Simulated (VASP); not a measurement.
Si2Ni: single point with PBE

Si2Ni:

```
Si Ni
1.0
     0.00000    2.68256    2.68256
     2.68256    0.00000    2.68256
     2.68256    2.68256    0.00000
Si Ni
2 1
Direct
  0.25000 0.25000 0.25000
  0.75000 0.75000 0.75000
  0.00000 0.00000 0.00000
```

This cell differs from its parent crystal: strain -0.015 along x and y, -0.015 along z.

| Property | Result |
| --- | --- |
| Program | VASP 6.6.1 |
| Task | single point |
| Functional | PBE |
| Potentials or basis | VASP PAW PBE potentials, release 64 (Si, Ni) |
| Cutoff | 520 eV |
| k mesh | 16 × 16 × 16 |
| Occupations | gaussian, width 0.15 eV |
| Spin | no spin polarisation |

* Pressure: 7.0 GPa
* Band gap on the k mesh: zero (bands 9 and 10 overlap by 2.12 eV)

Levels at points of the mesh, in eV from the Fermi level:
| k point | band 5 | band 6 | band 7 | band 8 | band 9 | band 10 | band 11 | band 12 | band 13 | band 14 |
| --- | --- | --- | --- | --- | --- | --- | --- | --- | --- | --- |
| (0.00, 0.00, 0.00) | -3.65 | -3.65 | -0.13 | 1.72 | 1.72 | 1.72 | 2.24 | 2.24 | 2.24 | 4.77 |
| (0.50, 0.00, 0.00) | -3.83 | -3.45 | -3.45 | -1.51 | -1.51 | 1.80 | 1.80 | 1.82 | 2.74 | 9.26 |
| (0.50, 0.50, 0.00) | -4.65 | -3.73 | -3.73 | -3.56 | -3.23 | -0.40 | 1.36 | 7.71 | 8.48 | 8.48 |

It used 63 s of CPU time on 1 thread of Intel(R) Xeon(R) Platinum 8488C (Sapphire Rapids) (shared host).

Caveat: the cell differs from its parent crystal (strain -0.015 along x and y, -0.015 along z); the cell stands under pressure. Spin polarisation is off, so any magnetic state and its effect on volume and gap are missing.
